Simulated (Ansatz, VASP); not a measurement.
## One calculation of BiTe, two programs

File INCAR:

```
SYSTEM = BiTe
  PREC = Accurate
  ENCUT = 500
  EDIFF = 1E-6
  ISMEAR = 0
  SIGMA = 0.1
  LREAL = .False.
  LASPH = .True.
  NELM = 120
  ALGO = Normal
  ISIF = 2
  LWAVE = .False.
  LCHARG = .False.
  GGA = PS
  NBANDS = 18
  GGA_COMPAT = .False.
```

Contents of KPOINTS:

```
Automatic mesh
0
Gamma
  4 4 4
  0 0 0
```

File POSCAR:

```
BiTe
1.0
    0.0000000000      3.2350000000      3.2350000000
    3.2350000000      0.0000000000      3.2350000000
    3.2350000000      3.2350000000      0.0000000000
Bi Te
1 1
Direct
    0.0000000000      0.0000000000      0.0000000000
    0.5000000000      0.5000000000      0.5000000000
```

Input for Ansatz:

```yaml
crystal:
  lattice:
    - [0.0, 3.235, 3.235]
    - [3.235, 0.0, 3.235]
    - [3.235, 3.235, 0.0]
  atoms:
    - { symbol: Bi, position: [0.0, 0.0, 0.0] }
    - { symbol: Te, position: [0.5, 0.5, 0.5] }
basis:
  ecutwfc: 420
kpoints:
  mp_grid: { grid: [4, 4, 4] }
hamiltonian:
  xc: pbesol
scf:
  occupations: { method: gaussian, width: 0.1 }
output:
  forces: true
  stress: true
  eigenvalues: true
  optics: { e_range: [0, 10], sigma: 0.2 }
```

Alike in both runs: task single point; functional PBEsol; k mesh 4 × 4 × 4; occupations gaussian, width 0.1 eV; no spin polarisation.

|  | VASP | Ansatz |
| --- | --- | --- |
| version | VASP 6.6.1 | Ansatz 0.2.0 |
| potentials or method | VASP PAW PBE potentials, release 64 (Bi_d, Te), cutoff 500 eV | scalar-relativistic, plane waves, PAW |
| valence electrons in the cell | 21 | 31 |

|  | VASP | Ansatz | Ansatz less VASP |
| --- | --- | --- | --- |
| gap on the k mesh at the Fermi level (eV) | none | none | - |
| pressure (GPa) | -1.8 | -1.8 | +0.04 |

VASP's potentials were made for PBE, not for PBEsol. A gap of «none» marks a metal or a gap that the smearing closes. With one functional, cell and mesh, what is left measures potentials, basis and numerics. VASP's potentials hold 21 valence electrons a cell and Ansatz's 31, so a difference there can come from the potentials and not from the codes. Ansatz's warnings: optics on partly filled bands.

The k mesh is coarse, so the values compare programs but aren't converged. Spin-orbit coupling is off throughout.
